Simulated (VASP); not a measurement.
# Be16H (a cell with a defect) in VASP: single point with LDA

Aim: the single point of Be16H (a cell with a defect) with LDA.

Everything below comes from runs of VASP 6.6.1. Logs are shortened: lines on timing, memory, paths and dates and some standing lists are left out, and cuts for length are marked.

## 1. The cell of the first run

The cell holds a defect, 17 atoms: a = 4.580 Å, b = 3.966 Å, c = 7.177 Å, α = 90.00°, β = 90.00°, γ = 90.00°.

## 2. Single point, LDA

INCAR reads:

```
ALGO     = Normal         # electronic algorithm
EDIFF    = 1E-7           # SCF threshold, eV
ENCUT    = 520            # plane-wave cutoff, eV
ISIF     = 2              # what is computed and relaxed
ISMEAR   = -1             # smearing method
LASPH    = True           # aspherical terms in the spheres
LCHARG   = False          # write CHGCAR
LREAL    = Auto         
LWAVE    = False          # write WAVECAR
NBANDS   = 30             # bands
NELM     = 100            # most SCF steps
PREC     = Accurate       # precision mode
SIGMA    = 0.05           # smearing width, eV
```

KPOINTS reads:

```
k-points
0
Gamma
  5 6 4
```

POSCAR reads:

```
Be16H
1.0
   -2.2900000000     -3.9663960000      0.0000000000
    3.4350000000     -1.9831980000      0.0000000000
    0.0000000000      0.0000000000      7.1768600000
Be H
16 1
Direct
    0.7481960106      0.4985525078     -0.0004033798
    0.4994039505      0.3334035070      0.2482456116
    0.7387537270      0.4947822518      0.4960209618
    0.4994046250      0.3333058490      0.7512793896
    0.4994062813      0.0041220915      0.0036624652
    0.2513187598      0.8342189112      0.2489290581
    0.4993921345      0.0015752513      0.5008714117
    0.2559290559      0.8387690067      0.7542336063
    0.2506036834      0.4985541295     -0.0004019864
   -0.0005912844      0.3320905266      0.2466805818
    0.2600617475      0.4948679481      0.4960273713
   -0.0005871330      0.3217433670      0.7535840186
   -0.0005986883     -0.0067251808      0.0019620001
    0.7474999065      0.8342139115      0.2489333775
   -0.0005607286      0.0090934298      0.4962887670
    0.7428915132      0.8387710525      0.7542327703
   -0.0006445272      0.6599877824      0.5828718966
```

Potentials or basis: VASP PAW LDA potentials, release 64 (Be, H).

The run is started by

```bash
$ cat potpaw_LDA.64/Be/POTCAR potpaw_LDA.64/H/POTCAR > POTCAR
$ mpirun -np 1 vasp_std > vasp.out
```

OUTCAR:

```text
EDIFF = 1E-7
   ENCUT = 520
   ISIF = 2
   ISMEAR = -1
   LASPH = True
   LREAL = Auto
   NELM = 100
   PREC = Accurate

 ion  position               nearest neighbor table
   1  0.748  0.499  1.000-   4 2.21  10 2.21   2 2.22  16 2.22  12 2.22  14 2.23   5 2.27  13 2.27
                             9 2.28   9 2.30   5 2.31  13 2.31
   2  0.499  0.333  0.248-   3 2.18  11 2.18   5 2.19   1 2.22   9 2.22   7 2.24   6 2.28  14 2.28
                             6 2.29  14 2.29  10 2.29  10 2.29
   3  0.739  0.495  0.496-  17 1.50   2 2.18  11 2.19  14 2.23   4 2.23   7 2.24  10 2.25  15 2.27
                             7 2.29  16 2.30  12 2.31  15 2.36  11 2.39
   4  0.499  0.333  0.751-   1 2.21   9 2.21   7 2.23   3 2.23  11 2.23   5 2.23   8 2.26  16 2.26
                            12 2.29  12 2.29   8 2.29  16 2.29
   5  0.499  0.004  0.004-   2 2.19   6 2.20  14 2.20   8 2.21  16 2.21   4 2.23   1 2.27   9 2.27
                            13 2.29  13 2.29   1 2.31   9 2.31
   6  0.251  0.834  0.249-   5 2.20  13 2.21  11 2.23  15 2.23   9 2.23   7 2.24  14 2.27   2 2.28
                            10 2.29   2 2.29  10 2.30  14 2.31
   7  0.499  0.002  0.501-   4 2.23   8 2.23  16 2.23   6 2.24  14 2.24   2 2.24   3 2.24  11 2.24
                            11 2.29   3 2.29  15 2.29  15 2.29
   8  0.256  0.839  0.754-   5 2.21  13 2.22   9 2.22   7 2.23  16 2.23  12 2.25   4 2.26   4 2.29
                            15 2.29  11 2.30  16 2.35  12 2.36
   9  0.251  0.499  1.000-  10 2.21   4 2.21   2 2.22   8 2.22  12 2.22   6 2.23   5 2.27  13 2.27
                             1 2.28   1 2.30   5 2.31  13 2.31
  10  0.999  0.332  0.247-  15 2.20  13 2.21   9 2.21   1 2.21   3 2.25  11 2.25   6 2.29  14 2.29
                             2 2.29   2 2.29  14 2.30   6 2.30
  11  0.260  0.495  0.496-  17 1.50   2 2.18   3 2.19   6 2.23   4 2.23   7 2.24  10 2.25  15 2.27
                             7 2.29   8 2.30  12 2.31  15 2.36   3 2.39
  12  0.999  0.322  0.754-  13 2.21   9 2.22   1 2.22  15 2.22   8 2.25  16 2.25   4 2.29   4 2.29
                             3 2.31  11 2.31   8 2.36  16 2.36
  13  0.999  0.993  0.002-  14 2.21   6 2.21  12 2.21  10 2.21  16 2.22   8 2.22   9 2.27   1 2.27
                             5 2.29   5 2.29   9 2.31   1 2.31
  14  0.747  0.834  0.249-   5 2.20  13 2.21   3 2.23  15 2.23   1 2.23   7 2.24   6 2.27   2 2.28
                            10 2.29   2 2.29  10 2.30   6 2.31
  15  0.999  0.009  0.496-  17 1.52  10 2.20  12 2.22   6 2.23  14 2.23   3 2.27  11 2.27   7 2.29
                             7 2.29   8 2.29  16 2.29  11 2.36   3 2.36
  16  0.743  0.839  0.754-   5 2.21  13 2.22   1 2.22   7 2.23   8 2.23  12 2.25   4 2.26   4 2.29
                            15 2.29   3 2.30   8 2.35  12 2.36
  17  0.999  0.660  0.583-   3 1.50  11 1.50  15 1.52

  LATTYP: Found a simple orthorhombic cell.
 ALAT       =     3.9663962620
 B/A-ratio  =     1.1547004875
 C/A-ratio  =     1.8094157835

  Lattice vectors:

 A1 = (  -3.4350000000,   1.9831980000,   0.0000000000)
 A2 = (  -2.2900000000,  -3.9663960000,   0.0000000000)
 A3 = (   0.0000000000,   0.0000000000,   7.1768600000)

Analysis of symmetry for initial positions (statically):
=====================================================================
 Subroutine PRICEL returns:
 Original cell was already a primitive cell.

 Routine SETGRP: Setting up the symmetry group for a
 simple orthorhombic supercell.

 Subroutine GETGRP returns: Found  1 space group operations
 (whereof  1 operations were pure point group operations)
 out of a pool of  8 trial point group operations.

The static configuration has the point symmetry C_1 .

Analysis of symmetry for dynamics (positions and initial velocities):
=====================================================================
 Subroutine PRICEL returns:
 Original cell was already a primitive cell.

 Routine SETGRP: Setting up the symmetry group for a
 simple orthorhombic supercell.

 Subroutine GETGRP returns: Found  1 space group operations
 (whereof  1 operations were pure point group operations)
 out of a pool of  8 trial point group operations.

The dynamic configuration has the point symmetry C_1 .

 Subroutine INISYM returns: Found  1 space group operations
 (whereof  1 operations are pure point group operations),
 and found     1 'primitive' translations

----------------------------------------------------------------------------------------

                                     Primitive cell

  volume of cell :     130.3755

  direct lattice vectors                    reciprocal lattice vectors
    -2.290000000 -3.966396000  0.000000000    -0.109170306 -0.189088533  0.000000000
     3.435000000 -1.983198000  0.000000000     0.218340611 -0.126059022  0.000000000
     0.000000000  0.000000000  7.176860000     0.000000000  0.000000000  0.139336702

[... 56 lines left out ...]

  Length of vectors
     0.043668125  0.042019671  0.034834175

  Shift w.r.t. Gamma in fractional coordinates (k-lattice)
     0.000000000  0.000000000  0.000000000

 Subroutine IBZKPT returns following result:
 ===========================================

 Found     62 irreducible k-points:

 Following reciprocal coordinates:
            Coordinates               Weight
  0.000000  0.000000  0.000000      1.000000
  0.200000  0.000000  0.000000      2.000000
  0.400000  0.000000  0.000000      2.000000
  0.000000  0.166667  0.000000      2.000000
  0.200000  0.166667  0.000000      2.000000
 -0.200000  0.166667  0.000000      2.000000
[... 16 lines left out ...]
  0.000000  0.166667 -0.250000      2.000000
  0.200000  0.166667  0.250000      2.000000
 [... further k-points ...]
   k-points           NKPTS =     62   k-points in BZ     NKDIM =     62   number of bands    NBANDS=     30
   number of dos      NEDOS =    301   number of ions     NIONS =     17
   total plane-waves  NPLWV =  58320
   dimension x,y,z NGX =    36 NGY =   30 NGZ =   54
   dimension x,y,z NGXF=    72 NGYF=   60 NGZF=  108
   ions per type =              16   1
   NGX,Y,Z   is equivalent  to a cutoff of  13.07, 12.57, 12.51 a.u.
   NGXF,Y,Z  is equivalent  to a cutoff of  26.13, 25.15, 25.02 a.u.
 SYSTEM =  unknown system
   PREC   = accura    normal or accurate (medium, high low for compatibility)
   ISTART =      0    job   : 0-new  1-cont  2-samecut
   ICHARG =      2    charge: 1-file 2-atom 10-const
   ISPIN  =      1    spin polarized calculation?
   LNONCOLLINEAR =      F non collinear calculations
   LSORBIT =      F    spin-orbit coupling
   LASPH  =      T    aspherical Exc in radial PAW
   ENCUT  =  520.0 eV  38.22 Ry    6.18 a.u.   8.52  7.37 13.34*2*pi/ulx,y,z
   NELM   =    100;   NELMIN=  2; NELMDL= -5     # of ELM steps
   EDIFF  = 0.1E-06   stopping-criterion for ELM
   LREAL  =      T    real-space projection
   EDIFFG = 0.1E-05   stopping-criterion for IOM
   NSW    =      0    number of steps for IOM
   IBRION =     -1    ionic relax: 0-MD 1-quasi-New 2-CG
   NFREE  =      0    steps in history (QN), initial steepest desc. (CG)
   ISIF   =      2    stress and relaxation
   ISYM   =      2    0-nonsym 1-usesym 2-fastsym
   POTIM  = 0.5000    time-step for ionic-motion
   TEBEG  =    0.0;   TEEND  =   0.0 temperature during run
   PSTRESS=    0.0 pullay stress
   NELECT =      33.0000    total number of electrons
   NUPDOWN=      -1.0000    fix difference up-down
   EMIN   =  10.00;   EMAX   =-10.00  energy-range for DOS
   EFERMI =   0.00;   METHOD = LEGACY
   ISMEAR =    -1;   SIGMA  =   0.05  broadening in eV -4-tet -1-fermi 0-gaus
   EFERMI_NEDOS =   21; number of points for ismear=-14 and -15
   IALGO  =     38    algorithm
   IMIX   =      4    mixing-type and parameters
     AMIX     =   0.40;   BMIX     =  1.00
     AMIX_MAG =   1.60;   BMIX_MAG =  1.00
  volume/ion in A,a.u.               =       7.67        51.75
  Fermi-wavevector in a.u.,A,eV,Ry     =   1.035573  1.956950 14.591049  1.072412
  Thomas-Fermi vector in A             =   2.169923
   LORBIT       =      0    0 simple, 1 ext, 2 COOP (PROOUT), +10 PAW based schemes
   GGA     = CA    functional components
   LHFCALC =     F    Hartree Fock is set to
   AEXX    =    0.0000 exact exchange contribution
   IVDW    =     0    specifies the selected vdW correction
   LEPSILON=     F    determine dielectric tensor
   LRPA    =     F    only Hartree local field effects (RPA)
 non-spin polarized calculation
  energy-cutoff  :      520.00
  volume of cell :      130.38
 maximum number of plane-waves:      3532
 NGX is ok and might be reduce to    36
   NGX = 17   NGY = 15   NGZ = 27

 number of electron      33.0000000 magnetization

 Free energy of the ion-electron system (eV)
  ---------------------------------------------------
  ext. energy  EPLUGINS =         0.00000000
  ---------------------------------------------------
  free energy    TOTEN  =       -68.89985793 eV

  energy without entropy =      -68.88641703  energy(sigma->0) =      -68.89313748

 E-fermi :   7.1112     XC(G=0): -10.6023

 val. band max:        7.0868462790   @ k =   0.4000   0.3333   0.0000
 cond. band min:       7.1595944184   @ k =   0.0000   0.5000   0.0000
 fundamental gap:      0.0727481394
 Fermi energy:         7.1111879889

 k-point     1 :       0.0000    0.0000    0.0000
  band No.  band energies     occupation
      1      -5.2469      2.00000
      2      -3.1306      2.00000
      3      -2.3184      2.00000
      4      -0.3929      2.00000
      5       0.7880      2.00000
      6       1.3354      2.00000
[... 733 lines left out ...]
     27      11.6714      0.00000
     28      12.0089      0.00000

 [... further k-points ...]

 [bands above 28 left out]

------------------------ aborting loop because EDIFF is reached ----------------------------------------

  FORCE on cell =-STRESS in cart. coord.  units (eV):
  Direction    XX          YY          ZZ          XY          YZ          ZX
  --------------------------------------------------------------------------------------
  -------------------------------------------------------------------------------------
  Total       -3.7733851     -3.4687474     -4.8805375      0.2635481     -0.0327044      0.0572548
  in kB      -46.3709180    -42.6272413    -59.9766509      3.2387282     -0.4019027      0.7036015
  external PRESSURE =     -49.6582701 kB  Pullay stress =       0.0000000 kB

 VOLUME and BASIS-vectors are now :
 -----------------------------------------------------------------------------
  energy-cutoff  :      520.00
  volume of cell :      130.38
      direct lattice vectors                 reciprocal lattice vectors
    -2.290000000 -3.966396000  0.000000000    -0.109170306 -0.189088533  0.000000000
     3.435000000 -1.983198000  0.000000000     0.218340611 -0.126059022  0.000000000
     0.000000000  0.000000000  7.176860000     0.000000000  0.000000000  0.139336702

 POSITION                                       TOTAL-FORCE (eV/Angst)
 -----------------------------------------------------------------------------------
     -0.00084     -3.95637      7.17396         0.003514     -0.001022     -0.050601
      0.00161     -2.64204      1.78162        -0.013727      0.008153     -0.051916
      0.00783     -3.91144      3.55987         0.002406     -0.051278     -0.065064
      0.00127     -2.64185      5.39183        -0.017846      0.010355     -0.049017
     -1.12948     -1.98902      0.02628        -0.005040      0.002653     -0.025397
      2.29002     -2.65125      1.78653        -0.002788      0.013435     -0.006007
[... 9 lines left out ...]
      1.17996     -4.61005      5.41302         0.019822      0.009530     -0.061419
     -0.02147     -5.27273      4.18319        -0.036818      0.021033      0.732415
 -----------------------------------------------------------------------------------
    total drift:                                0.000383     -0.001177     -0.000826

  FREE ENERGIE OF THE ION-ELECTRON SYSTEM (eV)
  ---------------------------------------------------
  free  energy   TOTEN  =       -68.8998579335 eV

  energy  without entropy=      -68.8864170327  energy(sigma->0) =      -68.89313748
```

Wall time 8.4 min (1 thread of Intel Xeon Platinum 8259CL at 2.50GHz (Skylake/Cascade Lake), shared host); peak memory 0.28 GiB.

Results:

```yaml
Free_energy: -68.8999 eV
Pressure: -5.0 GPa
Largest_force: 0.734 eV/Å
```

Forces in eV/Å, atoms in the order of the input:
```
Be   0.004 -0.001 -0.051
Be  -0.014  0.008 -0.052
Be   0.002 -0.051 -0.065
Be  -0.018  0.010 -0.049
Be  -0.005  0.003 -0.025
Be  -0.003  0.013 -0.006
Be   0.009 -0.006 -0.039
Be   0.002 -0.022 -0.061
Be   0.002 -0.003 -0.051
Be   0.037 -0.021 -0.022
Be   0.045  0.024 -0.065
Be   0.005 -0.003 -0.080
Be   0.002 -0.001 -0.032
Be  -0.013 -0.004 -0.006
Be  -0.039  0.023 -0.067
Be   0.020  0.010 -0.061
H   -0.037  0.021  0.732
```

Stress tensor (GPa, compression positive):
```
-4.64  0.32  0.07
 0.32 -4.26 -0.04
 0.07 -0.04 -6.00
```
